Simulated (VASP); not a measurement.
A run of VASP 6.6.1 is set up as follows.

The input INCAR:

```
ALGO = Normal
EDIFF = 1E-6
ENCUT = 520
GGA = PE
ISIF = 2
ISMEAR = 0
LASPH = True
LCHARG = False
LREAL = False
LWAVE = False
NBANDS = 46
NELM = 60
PREC = Accurate
SIGMA = 0.1
```

KPOINTS

```
k-points
0
Gamma
  8 8 2
```

File POSCAR:

```
Ba5HfO2
1.0
    3.7832213282      0.0000000000      0.0000000000
    0.0000000000      3.7832213282      0.0000000000
    0.0000000000      0.0000000000     19.2276129893
Ba Hf O
5 1 2
Direct
    0.0000000000      0.0000000000      0.0075620746
    0.5000000000      0.5000000000      0.1764793138
    0.5000000000      0.5000000000      0.7902521987
    0.0000000000      0.0000000000      0.3385153279
    0.5000000000      0.5000000000      0.5333163139
    0.0000000000      0.0000000000      0.6606700052
    0.0000000000      0.0000000000      0.2096852718
    0.5000000000      0.5000000000      0.0435194939
```

Potentials or basis: VASP PAW PBE potentials, release 64 (Ba_sv, Hf_pv, O).

The run is started by

```sh
$ cat potpaw_PBE.64/Ba_sv/POTCAR potpaw_PBE.64/Hf_pv/POTCAR potpaw_PBE.64/O/POTCAR > POTCAR
$ mpirun -np 1 vasp_std > vasp.out
```

Q: Estimate the largest force.

A: 0.261 eV/Å.

Q: Estimate the pressure.

A: 0.7 GPa.

Q: Predict the band gap on the k mesh.

A: Zero (bands 36 and 37 overlap by 0.76 eV).

Stress tensor (GPa, compression positive):
```
0.70 0.00 0.00
0.00 0.70 0.00
0.00 0.00 0.81
```

Caveat: spin-orbit coupling is left out, which moves the levels of the heavy elements.
